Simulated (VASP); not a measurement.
## Ga: relaxation of cell and atoms with PBE

Crystal: Ga.

```
Ga
1.0
     3.02083    0.00000    0.00000
    -1.51042    2.61612    0.00000
     0.00000    0.00000    4.80201
Ga
2
Direct
  0.33333 0.66667 0.25000
  0.66667 0.33333 0.75000
```

This isn't the form of Ga at room conditions, which is orthorhombic.

```json
{"Program": "VASP 6.6.1", "Task": "relaxation of cell and atoms", "Functional": "PBE", "Potentials or basis": "VASP PAW PBE potentials, release 64 (Ga_d)", "Cutoff": "600 eV", "k mesh": "18 × 18 × 10", "Occupations": "gaussian, width 0.1 eV", "Spin": "no spin polarisation", "Dipole correction": "no", "Further INCAR settings": "ALGO = Fast; EDIFF = 1e-06; IBRION = 2; EDIFFG = -0.01; NSW = 80; ISIF = 3"}
```

The relaxed volume is 19.07 Å³/atom. The relaxed cell is a = 3.010 Å, b = 3.010 Å, c = 4.860 Å, α = 90.00°, β = 90.00°, γ = 120.00°, the space group after relaxing (to 0.1 Å) is P6_3/mmc (No. 194) and the energy gained by relaxing is 0.3 meV/atom. The ionic steps are 17. The pressure after relaxing is -0.1 GPa and the band gap on the k mesh is zero (bands 13 and 14 overlap by 7.50 eV).

The path:
| step | energy change (eV) | largest force (eV/Å) | pressure (GPa) | volume (Å³) |
| --- | --- | --- | --- | --- |
| 1 | 0.0000 | 0.0000 | 0.23 | 37.95 |
| 2 | -0.0003 | 0.0000 | 0.19 | 38.10 |
| 3 | 0.0000 | 0.0000 | -0.40 | 38.56 |
| 4 | -0.0004 | 0.0000 | -0.09 | 38.30 |
| 5 | -0.0004 | 0.0000 | -0.11 | 38.28 |
| 6 | -0.0004 | 0.0000 | 0.00 | 38.19 |
| 7 | -0.0004 | 0.0000 | -0.17 | 38.26 |
| 8 | -0.0004 | 0.0000 | 0.03 | 38.22 |
| 9 | -0.0004 | 0.0000 | -0.11 | 38.24 |
| 10 | -0.0004 | 0.0000 | -0.03 | 38.23 |
| 11 | -0.0005 | 0.0000 | 0.05 | 38.22 |
| 12 | -0.0006 | 0.0000 | 0.00 | 38.17 |
| 13 | -0.0006 | 0.0000 | 0.15 | 38.09 |
| 14 | -0.0007 | 0.0000 | 0.08 | 38.14 |
| 15 | -0.0007 | 0.0000 | 0.07 | 38.14 |
| 16 | -0.0007 | 0.0000 | 0.28 | 38.11 |
| 17 | -0.0007 | 0.0000 | -0.06 | 38.13 |

Final structure:
```cif
data_structure
_symmetry_space_group_name_H-M 'P 1'
_symmetry_Int_Tables_number 1
_cell_length_a 3.0100
_cell_length_b 3.0100
_cell_length_c 4.8602
_cell_angle_alpha 90.000
_cell_angle_beta 90.000
_cell_angle_gamma 120.000
_cell_volume 38.13
loop_
_atom_site_label
_atom_site_type_symbol
_atom_site_fract_x
_atom_site_fract_y
_atom_site_fract_z
_atom_site_occupancy
Ga1 Ga 0.33333 0.66667 0.25000 1
Ga2 Ga 0.66667 0.33333 0.75000 1
```

Levels at points of the mesh, in eV from the Fermi level:
```csv
k point,band 11,band 12,band 13,band 14,band 15,band 16
"(0.00, 0.00, 0.00)",-11.00,-4.84,-3.90,9.40,9.40,11.37
"(0.50, 0.00, 0.00)",-5.68,-4.87,0.41,0.68,1.02,3.13
"(0.00, 0.00, 0.50)",-9.36,-9.36,3.74,3.74,10.59,10.59
"(0.50, 0.00, 0.50)",-4.13,-4.13,-3.12,-3.12,6.45,6.45
```

Wall time 7 min on 1 thread of Intel(R) Xeon(R) Platinum 8559C (Emerald Rapids) (shared host), peak memory 0.28 GiB.

PBE usually gives volumes a little too large and moduli too small. Zero-point motion and thermal expansion aren't in these numbers.
